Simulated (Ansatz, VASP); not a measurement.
## TaN: VASP beside Ansatz

INCAR

```
SYSTEM = TaN
ALGO = Normal
EDIFF = 1E-6
ENCUT = 600
GGA_COMPAT = .False.
ISIF = 2
ISMEAR = -1
LASPH = .True.
LCHARG = .False.
LREAL = .False.
LWAVE = .False.
NBANDS = 36
NELM = 120
PREC = Accurate
SIGMA = 0.1
```

File KPOINTS:

```
k-points
0
Gamma
  3 3 5
  0 0 0
```

The input POSCAR:

```
TaN
1.0
    5.1910000000      0.0000000000      0.0000000000
   -2.5955000000      4.4955378700      0.0000000000
    0.0000000000      0.0000000000      2.9080000000
Ta N
3 3
Direct
    0.0000000000      0.0000000000      0.0000000000
    0.3333333333      0.6666666667      0.5000000000
    0.6666666667      0.3333333333      0.5000000000
    0.5000000000      0.0000000000      0.0000000000
    0.5000000000      0.5000000000      0.0000000000
    0.0000000000      0.5000000000      0.0000000000
```

Input for Ansatz:

```yaml
crystal:
  lattice:
    - [5.191, 0.0, 0.0]
    - [-2.5955, 4.49553787, 0.0]
    - [0.0, 0.0, 2.908]
  atoms:
    - { symbol: Ta, position: [0.0, 0.0, 0.0] }
    - { symbol: Ta, position: [0.3333333333333333, 0.6666666666666666, 0.5] }
    - { symbol: Ta, position: [0.6666666666666666, 0.3333333333333333, 0.5] }
    - { symbol: "N", position: [0.5, 0.0, 0.0] }
    - { symbol: "N", position: [0.5, 0.5, 0.0] }
    - { symbol: "N", position: [0.0, 0.5, 0.0] }
basis:
  ecutwfc: 450.0
kpoints:
  mp_grid:
    grid: [3, 3, 5]
hamiltonian:
  xc: lda
scf:
  occupations:
    method: fermi_dirac
    width: 0.1
output:
  forces: true
  stress: true
```

Alike in both runs: task single point; functional LDA; k mesh 3 × 3 × 5; occupations fermi-dirac, width 0.1 eV; no spin polarisation.

```csv
,VASP,Ansatz
version,VASP 6.6.1,Ansatz 0.2.0
potentials or method,"VASP PAW LDA potentials, release 64 (Ta_sv_GW, N), cutoff 600 eV","plane waves, PAW"
valence electrons in the cell,54,54
```

```tsv
	VASP	Ansatz	Ansatz less VASP
pressure (GPa)	-3.5	-4.5	-1.01
traceless stress, the component that is largest in VASP (GPa)	-1.57	-1.96	-0.393
```

LDA's correlation is that of Perdew and Zunger in VASP and of Perdew and Wang (1992) in Ansatz.

The k mesh is coarse, so the values compare programs but aren't converged. Neither program's run includes spin-orbit coupling.
